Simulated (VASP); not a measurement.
Hf:

```
CELL_PARAMETERS angstrom
0.00000 2.22000 2.22000
2.22000 0.00000 2.22000
2.22000 2.22000 0.00000
ATOMIC_POSITIONS crystal
Hf 0.00000 0.00000 0.00000
```

This isn't the form of Hf at room conditions, which is hcp.

Program: VASP 6.6.1. Alike in all runs: task single point; potentials or basis VASP PAW PBE potentials, release 64 (Hf_pv); cell as given.

Problem. Order these runs on this cell by their pressure, lowest first.
A. level RPBE; spin off; k mesh 10 × 10 × 10; cutoff (eV) 520; smearing fermi-dirac 0.1 eV
B. level PBE; spin off; k mesh 6 × 6 × 6; cutoff (eV) 500; smearing fermi-dirac 0.03 eV
C. level revPBE+D3(BJ); spin non-collinear, typed start, SOC; k mesh 10 × 10 × 10; cutoff (eV) 520; smearing methfessel-paxton 0.01 eV

Solution. C (-1.9 GPa), B (2.4 GPa), A (5.8 GPa).

Caveats: some runs use coarse meshes; the PAW data sets were made with another functional, which shifts forces and pressure a little (at least some runs); the cell stands under pressure (at least some runs).
